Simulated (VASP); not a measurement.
## Mg: single point with BLYP

Mg:

```
Mg
1.0
     3.18113    0.00000    0.00000
    -1.59057    2.75494    0.00000
     0.00000    0.00000    5.38327
Mg
2
Direct
  0.66667 0.33333 0.75000
  0.33333 0.66667 0.25000
```

```yaml
Program: VASP 6.6.1
Task: single point
Functional: BLYP
Potentials_or_basis: VASP PAW PBE potentials, release 64 (Mg)
Cutoff: 520 eV
k_mesh: 10 × 10 × 5
Occupations: fermi-dirac, width 0.05 eV
Spin: no spin polarisation
```

```
Pressure               : -0.1 GPa
Band gap on the k mesh : zero (band 2 reaches 3.48 eV, above the bottom of band 3 at 1.23 eV)
```

Levels at points of the mesh, in eV from the Fermi level:
```csv
k point,band 1,band 2,band 3,band 4,band 5,band 6,band 7
"(0.00, 0.00, 0.00)",-6.86,-1.79,-1.76,11.15,11.15,11.20,11.20
"(0.50, 0.00, 0.00)",-2.06,-1.98,2.55,2.82,3.03,3.28,7.04
```

Wall time 39 s on 1 thread of AMD EPYC 7R43 64-Core Processor (Zen 3) (shared host), peak memory 0.12 GiB.

Caveat: the PAW data sets were made with another functional, which shifts forces and pressure a little.
